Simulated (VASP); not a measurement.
Input of a VASP 6.6.1 run:

The input INCAR:

```
  ALGO = Normal
  EDIFF = 1E-6
  ENCUT = 520
  GGA = PS
  ISIF = 2
  ISMEAR = -1
  LASPH = True
  LCHARG = False
  LREAL = Auto
  LWAVE = False
  NBANDS = 84
  NELM = 80
  PREC = Accurate
  SIGMA = 0.1
```

The input KPOINTS:

```
k-points
0
Gamma
  3 3 1
```

File POSCAR:

```
Ag12H3C
1.0
    5.7841330000      0.0000000000      0.0000000000
    2.8920670000      5.0092070000      0.0000000000
    0.0000000000      0.0000000000     18.7227250000
Ag C H
12 1 3
Direct
    0.1666576930      0.1666730882      0.0534110286
    0.6666634847      0.1666730882      0.0534110286
    0.1666695393      0.6666723895      0.0534110286
    0.6666580424      0.6666723895      0.0534110286
   -0.1634323029      0.3337454411      0.1768599389
    0.3323539512      0.3349232723      0.1733508343
   -0.1649966818      0.8309498889      0.1764753795
    0.3327067980      0.8334452938      0.1748303198
    0.0019853311      0.0005589707      0.2959024394
    0.5010626400      0.0029345962      0.2947914900
    0.0093537970      0.4997797057      0.2998067856
    0.5203094239      0.5048503685      0.2858504838
    0.2084450272      0.4256561967      0.4759349934
    0.3389666752      0.2114306716      0.4784506529
    0.2799311492      0.5619651973      0.4645851499
    0.0065858568      0.4919341525      0.4930318637
```

Potentials or basis: VASP PAW PBE potentials, release 64 (Ag, C, H).

Command:

```sh
$ cat potpaw_PBE.64/Ag/POTCAR potpaw_PBE.64/C/POTCAR potpaw_PBE.64/H/POTCAR > POTCAR
$ mpirun -np 1 vasp_std > vasp.out
```

Problem. Predict the band gap on the k mesh.

Solution. Zero (an odd number of electrons rules out a gap without spin polarisation).

Problem. Estimate the largest force.

Solution. 1.395 eV/Å.

Forces on the atoms (eV/Å):
```
Ag  -0.038  0.013 -0.057
Ag   0.050 -0.031 -0.001
Ag  -0.038  0.033 -0.068
Ag   0.032 -0.017 -0.029
Ag   0.396 -0.243 -0.738
Ag  -0.093 -0.063  0.016
Ag   0.019 -0.002 -0.113
Ag  -0.004  0.298 -0.394
Ag   0.073 -0.083  0.189
Ag   0.055  0.157  0.223
Ag   0.244 -0.042  0.385
Ag  -0.623 -0.036  1.247
C   -0.436 -0.375 -0.671
H    0.388 -0.259 -0.074
H    0.273  0.189  0.050
H   -0.299  0.458  0.036
```

Caveat: the k points lie up to 0.42 Å⁻¹ apart, too coarse for converged energies and pressures of a metal; there is no dipole correction, which matters where the two faces differ; the PAW data sets were made with another functional, which shifts forces and pressure a little.
